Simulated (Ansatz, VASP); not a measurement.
# GaAs in VASP and in Ansatz

```
Ga As
1.0
     0.00000    2.80500    2.80500
     2.80500    0.00000    2.80500
     2.80500    2.80500    0.00000
Ga As
1 1
Direct
  0.00000 0.00000 0.00000
  0.25000 0.25000 0.25000
```

Alike in both runs: task relaxation of cell and atoms; functional LDA; k mesh 18 × 18 × 18; occupations gaussian, width 0.02 eV; no spin polarisation.

|  | VASP | Ansatz |
| --- | --- | --- |
| version | VASP 6.6.1 | Ansatz 0.2.0 |
| potentials or method | VASP PAW LDA potentials, release 64 (Ga_d, As) | scalar-relativistic, plane waves, PAW |
| plane-wave cutoff (eV) | 600 | 420 |
| valence electrons in the cell | 18 | 28 |

```tsv
	VASP	Ansatz	Ansatz less VASP
gap on the k mesh at the Fermi level, each at its own relaxed structure (eV)	0.50	0.49	-0.015
relaxed volume (Å³/atom)	22.09	21.99	-0.097
relaxed cell length with the largest relative difference (Å)	3.968	3.962	-0.0058
```

LDA's correlation is that of Perdew and Zunger in VASP and of Perdew and Wang (1992) in Ansatz. VASP's potentials hold 18 valence electrons a cell and Ansatz's 28, so a difference there can come from the potentials and not from the codes.
